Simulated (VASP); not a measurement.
CoSn, 6 atoms in the cell. It takes space group P6/mmm (No. 191, hexagonal). Conventional cell: a = 5.220 Å, b = 5.220 Å, c = 4.168 Å, α = 90.00°, β = 90.00°, γ = 120.00°. Within 3.4 Å of Co (site symmetry mmm) lie 6 Sn at 2.57 to 2.61 Å and 4 Co at 2.61 Å. Within 3.4 Å of Sn (site symmetry -6m2) lie 6 Co at 2.57 Å and 3 Sn at 3.01 Å. Sn (site symmetry 6/mmm) has 6 Co at 2.61 Å within 3.4 Å. 

```yaml
Program: VASP 6.6.1
Task: single point
Functional: r2SCAN
Potentials_or_basis: VASP PAW PBE potentials, release 64 (Co, Sn_d)
Cutoff: 520 eV
k_mesh: 9 × 9 × 8
Occupations: gaussian, width 0.1 eV
Spin: no spin polarisation
Dipole_correction: no
Further_INCAR_settings: ALGO = Normal; EDIFF = 1e-07; NBANDS = 44
```

Potentials or basis: VASP PAW PBE potentials, release 64 (Co, Sn_d).

Command:

```bash
$ cat potpaw_PBE.64/Co/POTCAR potpaw_PBE.64/Sn_d/POTCAR > POTCAR
$ cp INCAR.step1 INCAR
$ mpirun -np 1 vasp_std > vasp.out
$ cp INCAR.step2 INCAR
$ mpirun -np 1 vasp_std > vasp.out
```

Hardware: 1 thread of AMD EPYC 7R13 (shared host).

Problem. Estimate the wall time of this run.

Solution. Wall time 46 min on 1 thread of AMD EPYC 7R13, with other jobs on the host, peak memory 0.33 GiB. Counts: k points 60.
